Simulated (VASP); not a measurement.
# Ni (P6_3/mmc) in VASP: a series of runs

Runs on Ni. Level: PBEsol+U. Tasks: single point.

All numbers are computed with VASP 6.6.1; they aren't measurements. Logs are shortened: lines on timing, memory, paths and dates and some standing lists are left out, and cuts for length are marked.

### 1 The cell of the first run

It takes space group P6_3/mmc (No. 194, hexagonal). Conventional cell: a = 2.448 Å, b = 2.448 Å, c = 4.073 Å, α = 90.00°, β = 90.00°, γ = 120.00°. Within 3.2 Å of Ni (site symmetry -6m2) lie 12 Ni at 2.45 to 2.48 Å.

This isn't the form of Ni at room conditions, which is fcc.

### 2 Single point, PBEsol+U, collinear spin, ferromagnetic start

POSCAR reads:

```
Ni
1.0
    2.4480228978      0.0000000000      0.0000000000
   -1.2240114489      2.1200500186      0.0000000000
    0.0000000000      0.0000000000      4.0728075700
Ni
2
Direct
    0.6666666667      0.3333333333      0.7500000000
    0.3333333333      0.6666666667      0.2500000000
```

INCAR.step1 reads:

```
SYSTEM = Ni
  ALGO = Normal
  EDIFF = 1E-6
  ENCUT = 310
  GGA = PS
  GGA_COMPAT = .False.
  ISMEAR = 1
  ISPIN = 2
  KPAR = 2
  LASPH = .True.
  LCHARG = .True.
  LDAU = .True.
  LDAUJ = 0
  LDAUL = 2
  LDAUTYPE = 2
  LDAUU = 4
  LMAXMIX = 4
  LORBIT = 11
  LREAL = .False.
  LWAVE = .False.
  MAGMOM = 1 1
  NBANDS = 32
  NELM = 200
  PREC = Accurate
  SIGMA = 0.1
```

KPOINTS.step1 reads:

```
k-points
0
Gamma
  14 14 8
```

INCAR.step2 reads:

```
SYSTEM = Ni
  ALGO = Normal
  EDIFF = 1E-6
  EMAX = 17.2181
  EMIN = -7.7819
  ENCUT = 310
  GGA = PS
  GGA_COMPAT = .False.
  ICHARG = 11
  ISMEAR = -5
  ISPIN = 2
  KPAR = 2
  LASPH = .True.
  LCHARG = .False.
  LDAU = .True.
  LDAUJ = 0
  LDAUL = 2
  LDAUTYPE = 2
  LDAUU = 4
  LMAXMIX = 4
  LORBIT = 11
  LREAL = .False.
  LWAVE = .False.
  MAGMOM = 1 1
  NBANDS = 32
  NEDOS = 2001
  NELM = 200
  PREC = Accurate
```

KPOINTS.step2 reads:

```
Automatic mesh
0
Gamma
  17 17 9
  0 0 0
```

Potentials or basis: VASP PAW PBE potentials, release 64 (Ni).

The run is started by

```console
> cat potpaw_PBE.64/Ni/POTCAR > POTCAR
> cp INCAR.step1 INCAR
> cp KPOINTS.step1 KPOINTS
> mpirun -np 2 vasp_std > vasp.out
> cp INCAR.step2 INCAR
> cp KPOINTS.step2 KPOINTS
> mpirun -np 2 vasp_std > vasp.out
```

OUTCAR:

```text
SYSTEM = Ni
   EDIFF = 1E-6
   EMIN = -7.7819
   ENCUT = 310
   GGA = PS
   ICHARG = 11
   ISMEAR = -5
   ISPIN = 2
   LASPH = .True.
   LORBIT = 11
   LREAL = .False.
   NELM = 200
   PREC = Accurate

 Found    165 irreducible k-points:

 Following reciprocal coordinates:
            Coordinates               Weight
  0.000000  0.000000  0.000000      1.000000
  0.058824 -0.000000  0.000000      6.000000
  0.117647 -0.000000  0.000000      6.000000
  0.176471  0.000000  0.000000      6.000000
  0.235294 -0.000000  0.000000      6.000000
  0.294118  0.000000  0.000000      6.000000
   k-points           NKPTS =    165   k-points in BZ     NKDIM =    165   number of bands    NBANDS=     32
   number of dos      NEDOS =   2001   number of ions     NIONS =      2
   total plane-waves  NPLWV =   4704
   dimension x,y,z NGX =    14 NGY =   14 NGZ =   24
   dimension x,y,z NGXF=    28 NGYF=   28 NGZF=   48
   ions per type =               2
   NGX,Y,Z   is equivalent  to a cutoff of   9.51,  9.51,  9.80 a.u.
   NGXF,Y,Z  is equivalent  to a cutoff of  19.01, 19.01, 19.59 a.u.
 SYSTEM =  Ni
   PREC   = accura    normal or accurate (medium, high low for compatibility)
   ISTART =      0    job   : 0-new  1-cont  2-samecut
   ICHARG =     11    charge: 1-file 2-atom 10-const
   ISPIN  =      2    spin polarized calculation?
   LNONCOLLINEAR =      F non collinear calculations
   LSORBIT =      F    spin-orbit coupling
   LASPH  =      T    aspherical Exc in radial PAW
   ENCUT  =  310.0 eV  22.78 Ry    4.77 a.u.   3.51  3.51  5.85*2*pi/ulx,y,z
   NELM   =    200;   NELMIN=  2; NELMDL=  0     # of ELM steps
   EDIFF  = 0.1E-05   stopping-criterion for ELM
   LREAL  =      F    real-space projection
   EDIFFG = 0.1E-04   stopping-criterion for IOM
   NSW    =      0    number of steps for IOM
   IBRION =     -1    ionic relax: 0-MD 1-quasi-New 2-CG
   NFREE  =      0    steps in history (QN), initial steepest desc. (CG)
   ISIF   =      2    stress and relaxation
   ISYM   =      2    0-nonsym 1-usesym 2-fastsym
   POTIM  = 0.5000    time-step for ionic-motion
   TEBEG  =    0.0;   TEEND  =   0.0 temperature during run

   SCALEE = 1.0000    scale energy and forces
   PSTRESS=    0.0 pullay stress
   NELECT =      20.0000    total number of electrons
   NUPDOWN=      -1.0000    fix difference up-down
   EMIN   =  -7.78;   EMAX   = 17.22  energy-range for DOS
   EFERMI =   0.00;   METHOD = LEGACY
   ISMEAR =    -5;   SIGMA  =   0.20  broadening in eV -4-tet -1-fermi 0-gaus
   EFERMI_NEDOS =   21; number of points for ismear=-14 and -15
   IALGO  =     38    algorithm
   IMIX   =      4    mixing-type and parameters
     AMIX     =   0.40;   BMIX     =  1.00
     AMIX_MAG =   1.60;   BMIX_MAG =  1.00
  volume/ion in A,a.u.               =      10.57        71.32
  Fermi-wavevector in a.u.,A,eV,Ry     =   1.607187  3.037143 35.144518  2.583049
  Thomas-Fermi vector in A             =   2.703255
   LORBIT       =     11    0 simple, 1 ext, 2 COOP (PROOUT), +10 PAW based schemes
 LDA+U is selected, type is set to LDAUTYPE =  2
   angular momentum for each species LDAUL =     2
   U (eV)           for each species LDAUU =   4.0
   J (eV)           for each species LDAUJ =   0.0
   GGA     = PS    functional components
   LHFCALC =     F    Hartree Fock is set to
   AEXX    =    0.0000 exact exchange contribution
   IVDW    =     0    specifies the selected vdW correction
   LEPSILON=     F    determine dielectric tensor
   LRPA    =     F    only Hartree local field effects (RPA)

   CSHIFT  =0.1000    complex shift for real part using Kramers Kronig

   OMEGAMAX=  -1.0    maximum frequency
 spin polarized calculation
 Fermi weights with tetrahedron method with Bloechl corrections
  energy-cutoff  :      310.00
  volume of cell :       21.14
 maximum number of plane-waves:       276
 NGX is ok and might be reduce to    14

 number of electron      20.0000002 magnetization       1.5508471

 Free energy of the ion-electron system (eV)
  ---------------------------------------------------
  ext. energy  EPLUGINS =         0.00000000
  ---------------------------------------------------
  free energy    TOTEN  =        -7.23094047 eV

  energy without entropy =       -7.23094047  energy(sigma->0) =       -7.23094047

 E-fermi :   9.2522     XC(G=0): -13.5538

 val. band max:        9.3479780846   @ k =   0.4706  -0.0000   0.3333
 cond. band min:       9.1624061708   @ k =   0.1765   0.1765   0.4444
 fundamental gap:     -0.1855719138
 Fermi energy:         9.2521763540

 spin component 1

 k-point     1 :       0.0000    0.0000    0.0000
  band No.  band energies     occupation
      1       0.3577      1.00000
      2       3.2145      1.00000
      3       5.2141      1.00000
      4       5.9614      1.00000
      5       5.9614      1.00000
      6       6.2262      1.00000
[... 14 lines left out ...]
     21      37.9156      0.00000
     22      40.7109      0.00000

 k-point     2 :       0.0588   -0.0000    0.0000
  band No.  band energies     occupation
      1       0.4822      1.00000
      2       3.2872      1.00000
      3       5.2246      1.00000
      4       5.9399      1.00000
      5       6.0190      1.00000
      6       6.1977      1.00000
[... 14 lines left out ...]
     21      37.8717      0.00000
     22      38.3184      0.00000

 k-point     3 :       0.1176   -0.0000    0.0000
  band No.  band energies     occupation
      1       0.8481      1.00000
      2       3.4891      1.00000
      3       5.2349      1.00000
      4       5.8994      1.00000
      5       6.1346      1.00000
      6       6.1869      1.00000
[... 14 lines left out ...]
     21      38.5260      0.00000
     22      38.7940      0.00000

 k-point     4 :       0.1765    0.0000    0.0000
  band No.  band energies     occupation
      1       1.4288      1.00000
      2       3.7620      1.00000
      3       5.2061      1.00000
      4       5.7589      1.00000
      5       5.8452      1.00000
      6       6.1491      1.00000
[... 14 lines left out ...]
     21      37.8933      0.00000
     22      38.7338      0.00000

 k-point     5 :       0.2353   -0.0000    0.0000
  band No.  band energies     occupation
      1       2.1654      1.00000
      2       3.9945      1.00000
      3       5.1844      1.00000
      4       5.2417      1.00000
      5       5.7466      1.00000
      6       6.2618      1.00000
[... 14 lines left out ...]
     21      37.9893      0.00000
     22      38.1708      0.00000

 k-point     6 :       0.2941    0.0000    0.0000
  band No.  band energies     occupation
      1       2.9341      1.00000
      2       4.0658      1.00000
      3       4.8148      1.00000
      4       5.2960      1.00000
      5       5.6818      1.00000
      6       6.1261      1.00000
[... 14 lines left out ...]
     21      36.8789      0.00000
     22      38.3815      0.00000

 [... further k-points ...]

 spin component 2

 k-point     1 :       0.0000    0.0000    0.0000
  band No.  band energies     occupation
      1       0.3327      1.00000
      2       5.3438      1.00000
      3       7.3299      1.00000
      4       7.3299      1.00000
      5       7.4252      1.00000
      6       7.4252      1.00000
[... 14 lines left out ...]
     21      40.6317      0.00000
     22      40.6733      0.00000

 k-point     2 :       0.0588   -0.0000    0.0000
  band No.  band energies     occupation
      1       0.4578      1.00000
      2       5.4297      1.00000
      3       7.2640      1.00000
      4       7.3543      1.00000
      5       7.3893      1.00000
      6       7.3901      1.00000
[... 14 lines left out ...]
     21      38.3359      0.00000
     22      39.9488      0.00000

 k-point     3 :       0.1176   -0.0000    0.0000
  band No.  band energies     occupation
      1       0.8273      1.00000
      2       5.6614      1.00000
      3       6.9310      1.00000
      4       7.0996      1.00000
      5       7.2924      1.00000
      6       7.4374      1.00000
[... 14 lines left out ...]
     21      39.2400      0.00000
     22      39.2584      0.00000

 k-point     4 :       0.1765    0.0000    0.0000
  band No.  band energies     occupation
      1       1.4226      1.00000
      2       5.9295      1.00000
      3       6.3240      1.00000
      4       6.9261      1.00000
      5       7.1575      1.00000
      6       7.2731      1.00000
[... 14 lines left out ...]
     21      38.6740      0.00000
     22      38.8247      0.00000

 k-point     5 :       0.2353   -0.0000    0.0000
  band No.  band energies     occupation
      1       2.2053      1.00000
      2       5.7941      1.00000
      3       5.9944      1.00000
      4       6.8567      1.00000
      5       7.0082      1.00000
      6       7.1142      1.00000
[... 14 lines left out ...]
     21      38.4052      0.00000
     22      39.0087      0.00000

 k-point     6 :       0.2941    0.0000    0.0000
  band No.  band energies     occupation
      1       3.1002      1.00000
      2       5.3679      1.00000
      3       5.8163      1.00000
      4       6.8489      1.00000
      5       6.8647      1.00000
      6       6.9574      1.00000
[... 14 lines left out ...]
     21      37.1504      0.00000
     22      39.3412      0.00000

 [... further k-points ...]

 [bands above 22 left out]

------------------------ aborting loop because EDIFF is reached ----------------------------------------

  FORCE on cell =-STRESS in cart. coord.  units (eV):
  Direction    XX          YY          ZZ          XY          YZ          ZX
  --------------------------------------------------------------------------------------
  -------------------------------------------------------------------------------------
  Total       -0.4502815     -0.4502815     -0.4019326      0.0000000      0.0000000      0.0000000
  in kB      -34.1302313    -34.1302313    -30.4655018      0.0000000      0.0000000      0.0000000
  external PRESSURE =     -32.9086548 kB  Pullay stress =       0.0000000 kB

 VOLUME and BASIS-vectors are now :
 -----------------------------------------------------------------------------
  energy-cutoff  :      310.00
  volume of cell :       21.14
      direct lattice vectors                 reciprocal lattice vectors
     2.448022898  0.000000000  0.000000000     0.408492911  0.235843492  0.000000000
    -1.224011449  2.120050019  0.000000000     0.000000000  0.471686984  0.000000000
     0.000000000  0.000000000  4.072807570     0.000000000  0.000000000  0.245530873

 POSITION                                       TOTAL-FORCE (eV/Angst)
 -----------------------------------------------------------------------------------
      1.22401      0.70668      3.05461         0.000000     -0.000000      0.000000
     -0.00000      1.41337      1.01820        -0.000000      0.000000      0.000000
 -----------------------------------------------------------------------------------
    total drift:                               -0.000000      0.000000     -0.000000

  FREE ENERGIE OF THE ION-ELECTRON SYSTEM (eV)
  ---------------------------------------------------
  free  energy   TOTEN  =        -7.2309404670 eV

  energy  without entropy=       -7.2309404670  energy(sigma->0) =       -7.23094047

 total charge

# of ion       s       p       d       tot
------------------------------------------
    1        0.500   0.479   8.454   9.433
    2        0.500   0.479   8.454   9.433
--------------------------------------------------
tot          1.000   0.957  16.908  18.866

 magnetization (x)

# of ion       s       p       d       tot
------------------------------------------
    1       -0.012  -0.040   0.813   0.762
    2       -0.012  -0.040   0.813   0.762
--------------------------------------------------
tot         -0.023  -0.079   1.627   1.524
```

Run time: 64 s. Hardware: 2 MPI ranks of Intel Xeon Platinum 8488C (Sapphire Rapids), shared host; peak memory 0.18 GiB.

What came out:

```
Net moment                                            : 1.55 μB per cell
Site moments                                          : Ni +0.76 μB
Valence electrons inside the program's atomic spheres : Ni 9.43
Density of states at the Fermi level                  : 0.87 states/eV/atom
```

Caveat: the cutoff is under 1.25 times the usual one of these potentials, so pressure, stress and relaxed cells hold a basis-set (Pulay) error; the PAW data sets were made with another functional, which shifts forces and pressure a little; the U is typed as a test and isn't derived for this compound; tetrahedron occupations give inexact forces and stress in metals.

### 3 Single point, PBEsol+U, collinear spin, ferromagnetic start

POSCAR is that of step 2.

Edit INCAR.step1 of step 2 so:

```diff
@@ -3,3 +3,3 @@
   EDIFF = 1E-6
-  ENCUT = 310
+  ENCUT = 540
   GGA = PS
```

KPOINTS.step1 is that of step 2.

Edit INCAR.step2 of step 2 so:

```diff
@@ -3,5 +3,5 @@
   EDIFF = 1E-6
-  EMAX = 17.2181
-  EMIN = -7.7819
-  ENCUT = 310
+  EMAX = 17.2258
+  EMIN = -7.7742
+  ENCUT = 540
   GGA = PS
@@ -25,3 +25,3 @@
   NBANDS = 32
-  NEDOS = 2001
+  NEDOS = 4001
   NELM = 200
```

KPOINTS.step2 reads:

```
Automatic mesh
0
Gamma
  38 38 20
  0 0 0
```

Potentials or basis: VASP PAW PBE potentials, release 64 (Ni).

The run is started by

```console
> cat potpaw_PBE.64/Ni/POTCAR > POTCAR
> cp INCAR.step1 INCAR
> cp KPOINTS.step1 KPOINTS
> mpirun -np 2 vasp_std > vasp.out
> cp INCAR.step2 INCAR
> cp KPOINTS.step2 KPOINTS
> mpirun -np 2 vasp_std > vasp.out
```

It took 10 min on 2 MPI ranks of Intel Xeon Platinum 8488C (Sapphire Rapids), shared host; peak memory 1.6 GiB.

The run converged. Its results:

```yaml
Net_moment: 1.55 μB per cell
Site_moments: Ni +0.77 μB
Valence_electrons_inside_the_program's_atomic_spheres: Ni 9.46
Density_of_states_at_the_Fermi_level: 0.87 states/eV/atom
```

Levels at points of the mesh, in eV from the Fermi level:
Spin up:
```csv
k point,band 9,band 10,band 11,band 12,band 13,band 14
"(0.00, 0.00, 0.00)",-2.64,-1.68,-1.68,-0.31,5.14,23.26
"(0.50, 0.00, 0.00)",-1.36,-1.24,0.90,2.95,9.27,10.22
```
Spin down:
```tsv
k point	band 6	band 7	band 8	band 9	band 10	band 11	band 12	band 13	band 14	band 15
(0.00, 0.00, 0.00)	-1.89	-1.71	-1.71	-0.90	-0.90	-0.70	-0.29	6.88	23.33	25.42
(0.50, 0.00, 0.00)	-1.44	-0.73	-0.61	-0.01	0.12	2.40	4.07	9.52	10.40	12.13
```

Caveat: the PAW data sets were made with another functional, which shifts forces and pressure a little; the U is typed as a test and isn't derived for this compound; tetrahedron occupations give inexact forces and stress in metals. The state reached can hang on the start; a lower one may exist.
